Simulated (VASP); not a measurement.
# TiW (Cmmm) in VASP: a series of runs, part 2 of 2

VASP 6.6.1. Earlier steps stand in the parts before.

## Step 3: Relaxation of cell and atoms, LDA

This run uses another cell than the first one, of 16.06 Å³/atom, 1.055 times its volume.

INCAR reads:

```
  ALGO = Normal
  EDIFF = 1E-7
  EDIFFG = -0.02
  ENCUT = 600
  GGA = CA
  IBRION = 2
  ISIF = 3
  ISMEAR = 1
  LASPH = T
  LCHARG = F
  LREAL = F
  LWAVE = F
  NELM = 100
  NSW = 60
  PREC = Accurate
  SIGMA = 0.1
```

KPOINTS reads:

```
k-points
0
Gamma
  9 9 5
```

POSCAR reads:

```
TiW
1.0
    1.5937252200     -2.2546343400      0.0000000000
    1.5937252200      2.2546343400      0.0000000000
    0.0000000000      0.0000000000      4.4681168000
Ti W
1 1
Direct
    0.0000000000      0.0000000000      0.0000000000
    0.5000000000      0.5000000000      0.5000000000
```

Potentials or basis: VASP PAW LDA potentials, release 64 (Ti_sv, W_sv).

The run is started by

```sh
$ cat potpaw_LDA.64/Ti_sv/POTCAR potpaw_LDA.64/W_sv/POTCAR > POTCAR
$ mpirun -np 1 vasp_std > vasp.out
```

OUTCAR:

```text
EDIFF = 1E-7
   EDIFFG = -0.02
   ENCUT = 600
   GGA = CA
   IBRION = 2
   ISIF = 3
   ISMEAR = 1
   LASPH = T
   LREAL = F
   NELM = 100
   NSW = 60
   PREC = Accurate

 ion  position               nearest neighbor table
   1  0.000  0.000  0.000-   2 2.74   2 2.74   2 2.74   2 2.74   2 3.17   2 3.17   2 3.17   2 3.17

   2  0.500  0.500  0.500-   1 2.74   1 2.74   1 2.74   1 2.74   1 3.17   1 3.17   1 3.17   1 3.17

  LATTYP: Found a base centered orthorhombic cell.
 ALAT       =     3.1874504400
 B/A-ratio  =     1.4146945231
 C/A-ratio  =     1.4017839286

  Lattice vectors:

 A1 = (   1.5937252200,  -2.2546343400,   0.0000000000)
 A2 = (   1.5937252200,   2.2546343400,   0.0000000000)
 A3 = (   0.0000000000,   0.0000000000,   4.4681168000)

Analysis of symmetry for initial positions (statically):
=====================================================================
 Subroutine PRICEL returns:
 Original cell was already a primitive cell.

 Routine SETGRP: Setting up the symmetry group for a
 base centered orthorhombic supercell.

 Subroutine GETGRP returns: Found  8 space group operations
 (whereof  8 operations were pure point group operations)
 out of a pool of  8 trial point group operations.

The static configuration has the point symmetry D_2h.

Analysis of symmetry for dynamics (positions and initial velocities):
=====================================================================
 Subroutine PRICEL returns:
 Original cell was already a primitive cell.

 Routine SETGRP: Setting up the symmetry group for a
 base centered orthorhombic supercell.

 Subroutine GETGRP returns: Found  8 space group operations
 (whereof  8 operations were pure point group operations)
 out of a pool of  8 trial point group operations.

The dynamic configuration has the point symmetry D_2h.

 Subroutine INISYM returns: Found  8 space group operations
 (whereof  8 operations are pure point group operations),
 and found     1 'primitive' translations

----------------------------------------------------------------------------------------

                                     Primitive cell

  volume of cell :      32.1103

  direct lattice vectors                    reciprocal lattice vectors
     1.593725220 -2.254634340  0.000000000     0.313730368 -0.221765450  0.000000000
     1.593725220  2.254634340  0.000000000     0.313730368  0.221765450  0.000000000
     0.000000000  0.000000000  4.468116800     0.000000000  0.000000000  0.223807936

  length of vectors
     2.761038950  2.761038950  4.468116800     0.384196120  0.384196120  0.223807936

  position of ions in fractional coordinates (direct lattice)
     0.000000000  0.000000000  0.000000000
     0.500000000  0.500000000  0.500000000

  ion indices of the primitive-cell ions
   primitive index   ion index
                 1           1
                 2           2

----------------------------------------------------------------------------------------

 KPOINTS: k-points

Automatic generation of k-mesh.
 Grid dimensions read from file:
 generate k-points for:    9    9    5

 Generating k-lattice:

  Cartesian coordinates                     Fractional coordinates (reciprocal lattice)
     0.034858930 -0.024640606  0.000000000     0.111111111 -0.000000000  0.000000000
     0.034858930  0.024640606  0.000000000    -0.000000000  0.111111111  0.000000000
     0.000000000  0.000000000  0.044761587     0.000000000  0.000000000  0.200000000

  Length of vectors
     0.042688458  0.042688458  0.044761587

  Shift w.r.t. Gamma in fractional coordinates (k-lattice)
     0.000000000  0.000000000  0.000000000

 Subroutine IBZKPT returns following result:
 ===========================================

 Found     75 irreducible k-points:

 Following reciprocal coordinates:
            Coordinates               Weight
  0.000000  0.000000  0.000000      1.000000
  0.111111  0.000000  0.000000      4.000000
  0.222222 -0.000000  0.000000      4.000000
  0.333333 -0.000000  0.000000      4.000000
  0.444444 -0.000000  0.000000      4.000000
  0.111111  0.111111  0.000000      2.000000
[... 16 lines left out ...]
 -0.333333  0.333333  0.000000      2.000000
  0.444444  0.444444  0.000000      2.000000
 [... further k-points ...]
   k-points           NKPTS =     75   k-points in BZ     NKDIM =     75   number of bands    NBANDS=     17
   number of dos      NEDOS =    301   number of ions     NIONS =      2
   total plane-waves  NPLWV =  20736
   dimension x,y,z NGX =    24 NGY =   24 NGZ =   36
   dimension x,y,z NGXF=    48 NGYF=   48 NGZF=   72
   ions per type =               1   1
   NGX,Y,Z   is equivalent  to a cutoff of  14.45, 14.45, 13.39 a.u.
   NGXF,Y,Z  is equivalent  to a cutoff of  28.90, 28.90, 26.79 a.u.
 SYSTEM =  unknown system
   PREC   = accura    normal or accurate (medium, high low for compatibility)
   ISTART =      0    job   : 0-new  1-cont  2-samecut
   ICHARG =      2    charge: 1-file 2-atom 10-const
   ISPIN  =      1    spin polarized calculation?
   LNONCOLLINEAR =      F non collinear calculations
   LSORBIT =      F    spin-orbit coupling
   LASPH  =      T    aspherical Exc in radial PAW
   ENCUT  =  600.0 eV  44.10 Ry    6.64 a.u.   5.51  5.51  8.92*2*pi/ulx,y,z
   NELM   =    100;   NELMIN=  2; NELMDL= -5     # of ELM steps
   EDIFF  = 0.1E-06   stopping-criterion for ELM
   LREAL  =      F    real-space projection
   EDIFFG = -.2E-01   stopping-criterion for IOM
   NSW    =     60    number of steps for IOM
   IBRION =      2    ionic relax: 0-MD 1-quasi-New 2-CG
   NFREE  =      1    steps in history (QN), initial steepest desc. (CG)
   ISIF   =      3    stress and relaxation
   ISYM   =      2    0-nonsym 1-usesym 2-fastsym
   POTIM  = 0.5000    time-step for ionic-motion
   TEBEG  =    0.0;   TEEND  =   0.0 temperature during run
   PSTRESS=    0.0 pullay stress
   NELECT =      26.0000    total number of electrons
   NUPDOWN=      -1.0000    fix difference up-down
   EMIN   =  10.00;   EMAX   =-10.00  energy-range for DOS
   EFERMI =   0.00;   METHOD = LEGACY
   ISMEAR =     1;   SIGMA  =   0.10  broadening in eV -4-tet -1-fermi 0-gaus
   EFERMI_NEDOS =   21; number of points for ismear=-14 and -15
   IALGO  =     38    algorithm
   IMIX   =      4    mixing-type and parameters
     AMIX     =   0.40;   BMIX     =  1.00
     AMIX_MAG =   1.60;   BMIX_MAG =  1.00
  volume/ion in A,a.u.               =      16.06       108.35
  Fermi-wavevector in a.u.,A,eV,Ry     =   1.525871  2.883479 31.678219  2.328283
  Thomas-Fermi vector in A             =   2.633982
   LORBIT       =      0    0 simple, 1 ext, 2 COOP (PROOUT), +10 PAW based schemes
   GGA     = CA    functional components
   LHFCALC =     F    Hartree Fock is set to
   AEXX    =    0.0000 exact exchange contribution
   IVDW    =     0    specifies the selected vdW correction
   LEPSILON=     F    determine dielectric tensor
   LRPA    =     F    only Hartree local field effects (RPA)
 conjugate gradient relaxation of ions
 non-spin polarized calculation
 Methfessel and Paxton  Order N= 1 SIGMA  =   0.10
  energy-cutoff  :      600.00
  volume of cell :       32.11
 maximum number of plane-waves:      1088
 NGX is ok and might be reduce to    24
   NGX = 11   NGY = 11   NGZ = 17

--------------------------------------- Ionic step        1  -------------------------------------------

 number of electron      25.9999999 magnetization

 Free energy of the ion-electron system (eV)
  ---------------------------------------------------
  ext. energy  EPLUGINS =         0.00000000
  ---------------------------------------------------
  free energy    TOTEN  =       -22.69565100 eV

  energy without entropy =      -22.69464380  energy(sigma->0) =      -22.69531527

 E-fermi :   9.5175     XC(G=0): -12.9761

 val. band max:        9.5127517751   @ k =   0.1111   0.1111   0.2000
 cond. band min:       9.5219858926   @ k =   0.4444   0.1111   0.0000
 fundamental gap:      0.0092341175
 Fermi energy:         9.5174839134

 k-point     1 :       0.0000    0.0000    0.0000
  band No.  band energies     occupation
      1     -63.4186      2.00000
      2     -46.1172      2.00000
      3     -27.9604      2.00000
      4     -27.5308      2.00000
      5     -27.3482      2.00000
      6     -22.6521      2.00000
[... 572 lines left out ...]
  FREE ENERGIE OF THE ION-ELECTRON SYSTEM (eV)
  ---------------------------------------------------
  free  energy   TOTEN  =       -22.7456418962 eV

  energy  without entropy=      -22.7448541318  energy(sigma->0) =      -22.74537931

[... ionic steps 4 to 8 ...]

--------------------------------------- Ionic step        9  -------------------------------------------

 number of electron      26.0000004 magnetization

------------------------ aborting loop because EDIFF is reached ----------------------------------------
[... 67 lines left out ...]
--------------------------------------- Ionic step       11  -------------------------------------------

 number of electron      26.0000004 magnetization

 Free energy of the ion-electron system (eV)
  ---------------------------------------------------
  ext. energy  EPLUGINS =         0.00000000
  ---------------------------------------------------
  free energy    TOTEN  =       -22.74999352 eV

  energy without entropy =      -22.74872275  energy(sigma->0) =      -22.74956993

 E-fermi :  10.1538     XC(G=0): -13.2429

 val. band max:       10.1501024533   @ k =  -0.3333   0.1111   0.2000
 cond. band min:      10.1599802509   @ k =   0.4444   0.1111   0.0000
 fundamental gap:      0.0098777976
 Fermi energy:        10.1537810239

 k-point     1 :       0.0000    0.0000    0.0000
  band No.  band energies     occupation
      1     -62.6573      2.00000
      2     -45.3510      2.00000
      3     -27.2708      2.00000
      4     -26.7590      2.00000
      5     -26.5724      2.00000
      6     -21.8730      2.00000
[... 500 lines left out ...]
  FREE ENERGIE OF THE ION-ELECTRON SYSTEM (eV)
  ---------------------------------------------------
  free  energy   TOTEN  =       -22.7499935229 eV

  energy  without entropy=      -22.7487227539  energy(sigma->0) =      -22.74956993

 reached required accuracy - stopping structural energy minimisation
```

OSZICAR:

```text
N       E                     dE             d eps       ncg     rms          rms(c)
DAV:   1     0.281497842658E+03    0.28150E+03   -0.16622E+04  2558   0.205E+03
DAV:   2    -0.800136088197E+01   -0.28950E+03   -0.28705E+03  2605   0.539E+02
DAV:   3    -0.241849171384E+02   -0.16184E+02   -0.15709E+02  4211   0.114E+02
DAV:   4    -0.245015732103E+02   -0.31666E+00   -0.31227E+00  2942   0.143E+01
[... 114 lines left out ...]
DAV:   4    -0.227499918016E+02    0.50693E-03   -0.35219E-03  3603   0.354E-01    0.590E-02
DAV:   5    -0.227499964236E+02   -0.46220E-05   -0.11547E-04  3164   0.107E-01    0.168E-02
DAV:   6    -0.227499932655E+02    0.31580E-05   -0.29393E-05  3930   0.460E-02    0.998E-03
DAV:   7    -0.227499934978E+02   -0.23226E-06   -0.14468E-06  3575   0.118E-02    0.452E-03
DAV:   8    -0.227499935229E+02   -0.25120E-07   -0.33109E-07  3038   0.599E-03
  11 F= -.22749994E+02 E0= -.22749570E+02  d E =-.125952E-03
```

Run time: 3.8 min. Hardware: 1 thread of Intel Xeon Platinum 8488C (Sapphire Rapids), shared host; peak memory 0.2 GiB.

Results:

```
Free energy                            : -22.7500 eV
Relaxed volume                         : 15.26 Å³/atom
Relaxed cell                           : a = 2.741 Å, b = 2.741 Å, c = 4.347 Å, α = 90.00°, β = 90.00°, γ = 110.82°
Space group after relaxing (to 0.05 Å) : Cmmm (No. 65)
Energy gained by relaxing              : 27.2 meV/atom
Ionic steps                            : 11
Pressure after relaxing                : 0.0 GPa
Band gap on the k mesh                 : zero (band 13 reaches 11.39 eV, above the bottom of band 14 at 9.55 eV)
```

Stress tensor (GPa, compression positive):
```
-0.08  0.00  0.00
 0.00  0.06  0.00
 0.00  0.00  0.07
```

The path:
| step | energy change (eV) | largest force (eV/Å) | pressure (GPa) | volume (Å³) |
| --- | --- | --- | --- | --- |
| 1 | 0.0000 | 0.0000 | -9.75 | 32.11 |
| 2 | 0.1512 | 0.0000 | 25.10 | 27.78 |
| 3 | -0.0500 | 0.0000 | -0.24 | 30.61 |
| 4 | -0.0501 | 0.0000 | 0.10 | 30.56 |
| 5 | -0.0500 | 0.0000 | 0.33 | 30.53 |
| 6 | -0.0533 | 0.0000 | 0.29 | 30.51 |
| 7 | -0.0540 | 0.0000 | 0.29 | 30.50 |
| 8 | -0.0540 | 0.0000 | 0.30 | 30.50 |
| 9 | -0.0541 | 0.0000 | -0.63 | 30.62 |
| 10 | -0.0542 | 0.0000 | -0.29 | 30.58 |
| 11 | -0.0543 | 0.0000 | 0.02 | 30.53 |

Final structure:
```yaml
crystal:
  lattice:
    - [1.55622, -2.25652, 0.00000]
    - [1.55622, 2.25652, 0.00000]
    - [0.00000, 0.00000, 4.34696]
  atoms:
    - { symbol: Ti, position: [0.00000, 0.00000, 0.00000] }
    - { symbol: W, position: [0.50000, 0.50000, 0.50000] }
```

Caveat: spin-orbit coupling is left out, which moves the levels of the heavy elements.
